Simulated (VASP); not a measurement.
**Cu: single point with PBE**

Cu:

```
CELL_PARAMETERS angstrom
-1.28298 1.28298 1.81517
1.28298 -1.28298 1.81517
1.28298 1.28298 -1.81517
ATOMIC_POSITIONS crystal
Cu 0.00000 0.00000 0.00000
```

```yaml
Program: VASP 6.6.1
Task: single point
Functional: PBE
Potentials_or_basis: VASP PAW PBE potentials, release 64 (Cu)
Cutoff: 520 eV
k_mesh: 30 × 30 × 30
Occupations: gaussian, width 0.1 eV
Spin: no spin polarisation
Dipole_correction: no
Further_INCAR_settings: ALGO = Normal; EDIFF = 1e-06; NBANDS = 12
```

```
Pressure : 0.5 GPa
```

Levels at points of the mesh, in eV from the Fermi level:
| k point | band 4 | band 5 | band 6 | band 7 | band 8 | band 9 |
| --- | --- | --- | --- | --- | --- | --- |
| (0.00, 0.00, 0.00) | -3.02 | -2.21 | -2.21 | 22.47 | 25.02 | 25.03 |
| (0.50, 0.00, 0.00) | -1.65 | -1.65 | -0.99 | 3.67 | 20.97 | 21.85 |
| (0.50, 0.50, 0.00) | -1.51 | -1.51 | 1.48 | 7.01 | 12.96 | 12.96 |
| (0.50, 0.50, 0.50) | -1.51 | -1.51 | 1.48 | 7.00 | 12.97 | 12.97 |

Run time: 4.8 min on 1 thread of Intel(R) Xeon(R) Platinum 8375C CPU @ 2.90GHz (Ice Lake), on a shared host, peak memory 0.37 GiB.
